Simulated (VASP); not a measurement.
# BeCdS4 (P2_1/c) in VASP: single point with PBE

Aim: the single point of BeCdS4 with PBE.

All numbers are computed with VASP 6.6.1; they aren't measurements. Logs are shortened: lines on timing, memory, paths and dates and some standing lists are left out, and cuts for length are marked.

## Step 1: The cell of the first run

Symmetry: P2_1/c, No. 14, monoclinic system. The conventional cell has a = 5.917 Å, b = 6.006 Å, c = 5.968 Å, α = 90.00°, β = 90.82°, γ = 90.00°. Be (site symmetry -1) has 6 S at 2.30 to 2.45 Å within 3.0 Å. Cd (site symmetry -1) has 12 S at 2.63 to 3.62 Å within 3.7 Å. S (site symmetry 1) has 1 S at 2.12 Å and 2 Be at 2.44 to 2.45 Å and 1 Cd at 2.70 Å within 2.8 Å. S (site symmetry 1) has 1 S at 2.11 Å and 1 Be at 2.30 Å and 2 Cd at 2.63 to 2.70 Å within 2.8 Å.

## Step 2: Single point, PBE

Input file INCAR:

```
ALGO = Normal ; EDIFF = 1E-6
ENCUT = 630 ; GGA = PE
GGA_COMPAT = F ; ISIF = 2
ISMEAR = 0 ; LASPH = T
LCHARG = T ; LELF = T
LREAL = F ; LVHAR = T
LWAVE = F ; NBANDS = 58
NELM = 120 ; PREC = Accurate
SIGMA = 0.1
```

Input file KPOINTS:

```
k-points
0
Gamma
  2 2 2
```

Input file POSCAR:

```
BeCdS4
1.0
   -5.9174030280      0.0000000000      0.0141034060
    0.0711482046      0.0000000000     -5.9679879544
    0.0000000000     -6.0058339005      0.0000000000
Be Cd S
2 2 8
Direct
    0.0000000000      0.5000000000      0.5000000000
    0.0000000000      0.0000000000      0.0000000000
    0.5000000000      0.5000000000      0.0000000000
    0.5000000000      1.0000000000      0.5000000000
    0.0722890539      0.8884083284      0.6166238135
    0.9277109461      0.1115916716      0.3833761865
    0.3676477098      0.4107636706      0.4207622785
    0.6323522902      0.5892363294      0.5792377215
    0.6323522902      0.0892363294      0.9207622785
    0.3676477098      0.9107636706      0.0792377215
    0.9277109461      0.6115916716      0.1166238135
    0.0722890539      0.3884083284      0.8833761865
```

Potentials or basis: VASP PAW PBE potentials, release 64 (Be, Cd_sv_GW, S).

Launch:

```console
$ cat potpaw_PBE.64/Be/POTCAR potpaw_PBE.64/Cd_sv_GW/POTCAR potpaw_PBE.64/S/POTCAR > POTCAR
$ mpirun -np 1 vasp_std > vasp.out
```

OUTCAR:

```text
EDIFF = 1E-6
   ENCUT = 630
   GGA = PE
   ISIF = 2
   ISMEAR = 0
   LASPH = T
   LREAL = F
   NELM = 120
   PREC = Accurate

 ion  position               nearest neighbor table
   1  0.000  0.500  0.500-   7 2.30   8 2.30  11 2.44  12 2.44   5 2.45   6 2.45
   2  0.000  0.000  0.000-   9 2.30  10 2.30   5 2.44   6 2.44  11 2.45  12 2.45
   3  0.500  0.500  0.000-   9 2.63  10 2.63   7 2.70   8 2.70  11 2.70  12 2.70
   4  0.500  0.000  0.500-   7 2.63   8 2.63   9 2.70  10 2.70   5 2.70   6 2.70
   5  0.072  0.888  0.617-   6 2.12   2 2.44   1 2.45   4 2.70
   6  0.928  0.112  0.383-   5 2.12   2 2.44   1 2.45   4 2.70
   7  0.368  0.411  0.421-   8 2.11   1 2.30   4 2.63   3 2.70
   8  0.632  0.589  0.579-   7 2.11   1 2.30   4 2.63   3 2.70
   9  0.632  0.089  0.921-  10 2.11   2 2.30   3 2.63   4 2.70
  10  0.368  0.911  0.079-   9 2.11   2 2.30   3 2.63   4 2.70
  11  0.928  0.612  0.117-  12 2.12   1 2.44   2 2.45   3 2.70
  12  0.072  0.388  0.883-  11 2.12   1 2.44   2 2.45   3 2.70

  LATTYP: Found a simple monoclinic cell.
 ALAT       =     5.9174198348
 B/A-ratio  =     1.0149413204
 C/A-ratio  =     1.0086173041
 COS(beta)  =    -0.0143039607

  Lattice vectors:

 A1 = (  -5.9174030280,   0.0000000000,   0.0141034060)
 A2 = (   0.0000000000,   6.0058339005,   0.0000000000)
 A3 = (   0.0711482046,   0.0000000000,  -5.9679879544)

Analysis of symmetry for initial positions (statically):
=====================================================================
 Subroutine PRICEL returns:
 Original cell was already a primitive cell.

 Routine SETGRP: Setting up the symmetry group for a
 simple monoclinic supercell.

 Subroutine GETGRP returns: Found  4 space group operations
 (whereof  2 operations were pure point group operations)
 out of a pool of  4 trial point group operations.

The static configuration has the point symmetry S_2 .
 The point group associated with its full space group is C_2h.

Analysis of symmetry for dynamics (positions and initial velocities):
=====================================================================
 Subroutine PRICEL returns:
 Original cell was already a primitive cell.

 Routine SETGRP: Setting up the symmetry group for a
 simple monoclinic supercell.

 Subroutine GETGRP returns: Found  4 space group operations
 (whereof  2 operations were pure point group operations)
 out of a pool of  4 trial point group operations.

The dynamic configuration has the point symmetry S_2 .
 The point group associated with its full space group is C_2h.

 Subroutine INISYM returns: Found  4 space group operations
 (whereof  2 operations are pure point group operations),
 and found     1 'primitive' translations

----------------------------------------------------------------------------------------

                                     Primitive cell

  volume of cell :     212.0899

  direct lattice vectors                    reciprocal lattice vectors
    -5.917403028  0.000000000  0.014103406    -0.168997854  0.000000000 -0.002014732
     0.071148205  0.000000000 -5.967987954    -0.000399372  0.000000000 -0.167565421
     0.000000000 -6.005833900  0.000000000     0.000000000 -0.166504771  0.000000000

  length of vectors
     5.917419835  5.968412041  6.005833900     0.169009863  0.167565897  0.166504771

  position of ions in fractional coordinates (direct lattice)
     0.000000000  0.500000000  0.500000000
     0.000000000  0.000000000  0.000000000
     0.500000000  0.500000000  0.000000000
     0.500000000  0.000000000  0.500000000
     0.072289054  0.888408328  0.616623813
     0.927710946  0.111591672  0.383376187
     0.367647710  0.410763671  0.420762278
     0.632352290  0.589236329  0.579237722
     0.632352290  0.089236329  0.920762278
     0.367647710  0.910763671  0.079237722
     0.927710946  0.611591672  0.116623813
     0.072289054  0.388408328  0.883376187

  ion indices of the primitive-cell ions
   primitive index   ion index
                 1           1
                 2           2
                 3           3
                 4           4
                 5           5
                 6           6
                 7           7
                 8           8
                 9           9
                10          10
                11          11
                12          12

----------------------------------------------------------------------------------------

 KPOINTS: k-points

Automatic generation of k-mesh.
 Grid dimensions read from file:
 generate k-points for:    2    2    2

 Generating k-lattice:

  Cartesian coordinates                     Fractional coordinates (reciprocal lattice)
    -0.084498927  0.000000000 -0.001007366     0.500000000  0.000000000  0.000000000
    -0.000199686  0.000000000 -0.083782711     0.000000000  0.500000000  0.000000000
     0.000000000 -0.083252386  0.000000000     0.000000000  0.000000000  0.500000000

  Length of vectors
     0.084504932  0.083782949  0.083252386

  Shift w.r.t. Gamma in fractional coordinates (k-lattice)
     0.000000000  0.000000000  0.000000000

 Subroutine IBZKPT returns following result:
 ===========================================

 Found      8 irreducible k-points:

 Following reciprocal coordinates:
            Coordinates               Weight
  0.000000  0.000000  0.000000      1.000000
  0.500000  0.000000  0.000000      1.000000
 -0.000000  0.500000  0.000000      1.000000
  0.500000  0.500000  0.000000      1.000000
  0.000000  0.000000  0.500000      1.000000
  0.500000  0.000000  0.500000      1.000000
 -0.000000  0.500000  0.500000      1.000000
  0.500000  0.500000  0.500000      1.000000
   k-points           NKPTS =      8   k-points in BZ     NKDIM =      8   number of bands    NBANDS=     58
   number of dos      NEDOS =    301   number of ions     NIONS =     12
   total plane-waves  NPLWV = 120000
   dimension x,y,z NGX =    48 NGY =   50 NGZ =   50
   dimension x,y,z NGXF=    96 NGYF=  100 NGZF=  100
   ions per type =               2   2   8
   NGX,Y,Z   is equivalent  to a cutoff of  13.49, 13.93, 13.84 a.u.
   NGXF,Y,Z  is equivalent  to a cutoff of  26.97, 27.85, 27.68 a.u.
 SYSTEM =  unknown system
   PREC   = accura    normal or accurate (medium, high low for compatibility)
   ISTART =      0    job   : 0-new  1-cont  2-samecut
   ICHARG =      2    charge: 1-file 2-atom 10-const
   ISPIN  =      1    spin polarized calculation?
   LNONCOLLINEAR =      F non collinear calculations
   LSORBIT =      F    spin-orbit coupling
   LASPH  =      T    aspherical Exc in radial PAW
   ENCUT  =  630.0 eV  46.30 Ry    6.80 a.u.  12.11 12.21 12.29*2*pi/ulx,y,z
   NELM   =    120;   NELMIN=  2; NELMDL= -5     # of ELM steps
   EDIFF  = 0.1E-05   stopping-criterion for ELM
   LREAL  =      F    real-space projection
   EDIFFG = 0.1E-04   stopping-criterion for IOM
   NSW    =      0    number of steps for IOM
   IBRION =     -1    ionic relax: 0-MD 1-quasi-New 2-CG
   NFREE  =      0    steps in history (QN), initial steepest desc. (CG)
   ISIF   =      2    stress and relaxation
   ISYM   =      2    0-nonsym 1-usesym 2-fastsym
   POTIM  = 0.5000    time-step for ionic-motion
   TEBEG  =    0.0;   TEEND  =   0.0 temperature during run
   PSTRESS=    0.0 pullay stress
   NELECT =      92.0000    total number of electrons
   NUPDOWN=      -1.0000    fix difference up-down
   EMIN   =  10.00;   EMAX   =-10.00  energy-range for DOS
   EFERMI =   0.00;   METHOD = LEGACY
   ISMEAR =     0;   SIGMA  =   0.10  broadening in eV -4-tet -1-fermi 0-gaus
   EFERMI_NEDOS =   21; number of points for ismear=-14 and -15
   IALGO  =     38    algorithm
   IMIX   =      4    mixing-type and parameters
     AMIX     =   0.40;   BMIX     =  1.00
     AMIX_MAG =   1.60;   BMIX_MAG =  1.00
  volume/ion in A,a.u.               =      17.67       119.27
  Fermi-wavevector in a.u.,A,eV,Ry     =   1.239265  2.341871 20.895515  1.535777
  Thomas-Fermi vector in A             =   2.373755
   LORBIT       =      0    0 simple, 1 ext, 2 COOP (PROOUT), +10 PAW based schemes
   GGA     = PE    functional components
   LHFCALC =     F    Hartree Fock is set to
   AEXX    =    0.0000 exact exchange contribution
   IVDW    =     0    specifies the selected vdW correction
   LEPSILON=     F    determine dielectric tensor
   LRPA    =     F    only Hartree local field effects (RPA)
 non-spin polarized calculation
 Gauss-broadening in eV      SIGMA  =   0.10
  energy-cutoff  :      630.00
  volume of cell :      212.09
 maximum number of plane-waves:      7654
   NGX = 25   NGY = 25   NGZ = 25

 number of electron      91.9999990 magnetization

 Free energy of the ion-electron system (eV)
  ---------------------------------------------------
  ext. energy  EPLUGINS =         0.00000000
  ---------------------------------------------------
  free energy    TOTEN  =       -45.68930906 eV

  energy without entropy =      -45.68930906  energy(sigma->0) =      -45.68930906

 E-fermi :   6.3944     XC(G=0): -10.2078

 val. band max:        5.6772494849   @ k =   0.5000   0.0000   0.0000
 cond. band min:       7.2867615535   @ k =  -0.0000   0.5000   0.0000
 fundamental gap:      1.6095120686
 Fermi energy:         6.3944390165

 k-point     1 :       0.0000    0.0000    0.0000
  band No.  band energies     occupation
      1     -96.4048      2.00000
      2     -96.4048      2.00000
      3     -57.4822      2.00000
      4     -57.4821      2.00000
      5     -57.4731      2.00000
      6     -57.4730      2.00000
[... 50 lines left out ...]
     57      11.4820      0.00000
     58      11.5286      0.00000

 k-point     2 :       0.5000    0.0000    0.0000
  band No.  band energies     occupation
      1     -96.4048      2.00000
      2     -96.4048      2.00000
      3     -57.4822      2.00000
      4     -57.4821      2.00000
      5     -57.4731      2.00000
      6     -57.4730      2.00000
[... 50 lines left out ...]
     57      10.4857      0.00000
     58      11.6391      0.00000

 k-point     3 :      -0.0000    0.5000    0.0000
  band No.  band energies     occupation
      1     -96.4048      2.00000
      2     -96.4048      2.00000
      3     -57.4822      2.00000
      4     -57.4822      2.00000
      5     -57.4730      2.00000
      6     -57.4730      2.00000
[... 50 lines left out ...]
     57      10.8753      0.00000
     58      10.8798      0.00000

 k-point     4 :       0.5000    0.5000    0.0000
  band No.  band energies     occupation
      1     -96.4048      2.00000
      2     -96.4048      2.00000
      3     -57.4822      2.00000
      4     -57.4822      2.00000
      5     -57.4731      2.00000
      6     -57.4731      2.00000
[... 50 lines left out ...]
     57      10.9451      0.00000
     58      11.0480      0.00000

 k-point     5 :       0.0000    0.0000    0.5000
  band No.  band energies     occupation
      1     -96.4048      2.00000
      2     -96.4048      2.00000
      3     -57.4822      2.00000
      4     -57.4822      2.00000
      5     -57.4730      2.00000
      6     -57.4730      2.00000
[... 50 lines left out ...]
     57      11.2149      0.00000
     58      11.2479      0.00000

 k-point     6 :       0.5000    0.0000    0.5000
  band No.  band energies     occupation
      1     -96.4048      2.00000
      2     -96.4048      2.00000
      3     -57.4822      2.00000
      4     -57.4822      2.00000
      5     -57.4730      2.00000
      6     -57.4730      2.00000
[... 50 lines left out ...]
     57      11.2230      0.00000
     58      11.3115      0.00000

 k-point     7 :      -0.0000    0.5000    0.5000
  band No.  band energies     occupation
      1     -96.4048      2.00000
      2     -96.4048      2.00000
      3     -57.4822      2.00000
      4     -57.4822      2.00000
      5     -57.4731      2.00000
      6     -57.4731      2.00000
[... 50 lines left out ...]
     57      10.9221      0.00000
     58      10.9718      0.00000

 k-point     8 :       0.5000    0.5000    0.5000
  band No.  band energies     occupation
      1     -96.4048      2.00000
      2     -96.4048      2.00000
      3     -57.4822      2.00000
      4     -57.4822      2.00000
      5     -57.4731      2.00000
      6     -57.4731      2.00000
[... 50 lines left out ...]
     57      10.6598      0.00000
     58      10.6884      0.00000

------------------------ aborting loop because EDIFF is reached ----------------------------------------

  FORCE on cell =-STRESS in cart. coord.  units (eV):
  Direction    XX          YY          ZZ          XY          YZ          ZX
  --------------------------------------------------------------------------------------
  -------------------------------------------------------------------------------------
  Total        0.1431790      0.1689106      0.2714869      0.0000000      0.0000000     -0.0446914
  in kB        1.0816075      1.2759901      2.0508759      0.0000000      0.0000000     -0.3376091
  external PRESSURE =       1.4694912 kB  Pullay stress =       0.0000000 kB

 VOLUME and BASIS-vectors are now :
 -----------------------------------------------------------------------------
  energy-cutoff  :      630.00
  volume of cell :      212.09
      direct lattice vectors                 reciprocal lattice vectors
    -5.917403028  0.000000000  0.014103406    -0.168997854  0.000000000 -0.002014732
     0.071148205  0.000000000 -5.967987954    -0.000399372  0.000000000 -0.167565421
     0.000000000 -6.005833900  0.000000000     0.000000000 -0.166504771  0.000000000

 POSITION                                       TOTAL-FORCE (eV/Angst)
 -----------------------------------------------------------------------------------
      0.03557     -3.00292     -2.98399         0.000000      0.000000      0.000000
      0.00000      0.00000      0.00000         0.000000      0.000000      0.000000
     -2.92313      0.00000     -2.97694         0.000000      0.000000      0.000000
     -2.95870     -3.00292      0.00705         0.000000      0.000000      0.000000
     -0.36455     -3.70334     -5.30099         0.010726      0.097465     -0.067053
     -5.48170     -2.30249     -0.65289        -0.010726     -0.097465      0.067053
     -2.14629     -2.52703     -2.44625        -0.144442      0.005010     -0.019647
     -3.69996     -3.47881     -3.50764         0.144442     -0.005010      0.019647
     -3.73553     -5.52995     -0.52364         0.144442      0.005010      0.019647
     -2.11072     -0.47589     -5.43024        -0.144442     -0.005010     -0.019647
     -5.44613     -0.70042     -3.63689        -0.010726      0.097465      0.067053
     -0.40013     -5.30541     -2.31700         0.010726     -0.097465     -0.067053
 -----------------------------------------------------------------------------------
    total drift:                               -0.000000      0.000000     -0.000000

  FREE ENERGIE OF THE ION-ELECTRON SYSTEM (eV)
  ---------------------------------------------------
  free  energy   TOTEN  =       -45.6893090597 eV

  energy  without entropy=      -45.6893090597  energy(sigma->0) =      -45.68930906
```

It took 2.9 min on 1 thread of Intel Xeon Platinum 8259CL at 2.50GHz (Skylake/Cascade Lake), shared host; peak memory 0.4 GiB.

What came out:

```yaml
Free_energy: -45.6893 eV
Pressure: 0.1 GPa
Largest_force: 0.146 eV/Å
Band_gap_on_the_k_mesh: 1.61 eV (least direct gap 1.84 eV)
```

Forces in eV/Å, atoms in the order of the input:
```
Be   0.000  0.000  0.000
Be   0.000  0.000  0.000
Cd   0.000  0.000  0.000
Cd   0.000  0.000  0.000
S    0.011  0.097 -0.067
S   -0.011 -0.097  0.067
S   -0.144  0.005 -0.020
S    0.144 -0.005  0.020
S    0.144  0.005  0.020
S   -0.144 -0.005 -0.020
S   -0.011  0.097  0.067
S    0.011 -0.097 -0.067
```

Caveat: the k points lie up to 0.53 Å⁻¹ apart. A k mesh can miss the band edges.
